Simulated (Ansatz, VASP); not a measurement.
## Two plane-wave programs on MgS

INCAR

```
SYSTEM = MgS
PREC = Accurate
ENCUT = 520
EDIFF = 1E-7
ISMEAR = 0
SIGMA = 0.05
LREAL = .False.
LASPH = .True.
NELM = 100
ALGO = Normal
ISIF = 2
LWAVE = .False.
LCHARG = .False.
GGA = PE
NBANDS = 11
```

The input KPOINTS:

```
Automatic mesh
0
Gamma
  8 8 8
  0 0 0
```

The input POSCAR:

```
MgS
1.0
   -0.8225592414      2.2620379138      2.2620379138
    2.2620379138     -0.8225592414      2.2620379138
    2.2620379138      2.2620379138     -0.8225592414
Mg S
1 1
Direct
    0.0000000000      0.0000000000      0.0000000000
    0.5000000000      0.5000000000      0.5000000000
```

Input for Ansatz:

```yaml
crystal:
  lattice:
    - [-0.8225592414, 2.2620379138, 2.2620379138]
    - [2.2620379138, -0.8225592414, 2.2620379138]
    - [2.2620379138, 2.2620379138, -0.8225592414]
  atoms:
    - { symbol: Mg, position: [0.0, 0.0, 0.0] }
    - { symbol: S, position: [0.5, 0.5, 0.5] }
basis:
  ecutwfc: 420
kpoints:
  mp_grid: { grid: [8, 8, 8] }
hamiltonian:
  xc: pbe
scf:
  occupations: { method: gaussian, width: 0.05 }
output:
  forces: true
  stress: true
  eigenvalues: true
  write_density: true
  write_potential: true
  elf: true
  volumetric_format: npy
```

Alike in both runs: task single point; functional PBE; k mesh 8 × 8 × 8; occupations gaussian, width 0.05 eV; no spin polarisation.

|  | VASP | Ansatz |
| --- | --- | --- |
| version | VASP 6.6.1 | Ansatz 0.2.0 |
| potentials or method | VASP PAW PBE potentials, release 64 (Mg, S), cutoff 520 eV | scalar-relativistic, plane waves, PAW |
| valence electrons in the cell | 8 | 16 |

```tsv
	VASP	Ansatz	Ansatz less VASP
gap on the k mesh at the Fermi level (eV)	0.06	0.07	+0.015
least direct gap on the mesh (eV)	0.06	0.07	+0.015
pressure (GPa)	0.4	0.6	+0.29
traceless stress, the component that is largest in VASP (GPa)	4.32	4.30	-0.024
```

VASP's potentials hold 8 valence electrons a cell and Ansatz's 16, so a difference there can come from the potentials and not from the codes.
